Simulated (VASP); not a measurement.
Runs of VASP 6.6.1 on CaS. The structure is that of space group Fm-3m (No. 225), or close to it. The cells are those of the table. 

```tsv
task	cell	k mesh	gap on the mesh (eV)	pressure (GPa)	relaxed volume (Å³/atom)
relaxation of cell and atoms	relaxed from a = 4.074 Å, angles 60.0°, 2 atoms	8 × 8 × 8	1.97	0.0	21.61
single point	a = 3.935 Å, angles 60.0°, 2 atoms	8 × 8 × 8	1.96	0.2	-
relaxation of cell and atoms	relaxed from a = 4.074 Å, angles 60.0°, 2 atoms	8 × 8 × 8, shifted	(a)	0.0	21.61
single point	a = 3.935 Å, angles 60.0°, 2 atoms	8 × 8 × 8, shifted	2.18	0.2	-
```

Alike in all rows: level LDA; potentials or basis VASP PAW LDA potentials, release 64 (Ca_sv, S); no spin polarisation; cutoff (eV) 500; smearing fermi-dirac 0.02 eV.

Question: Fill in the values left out.

Answer: (a) 2.19.

Caveats: a shifted mesh leaves out Γ, where band edges can lie (at least some runs).

A k mesh can miss the band edges.
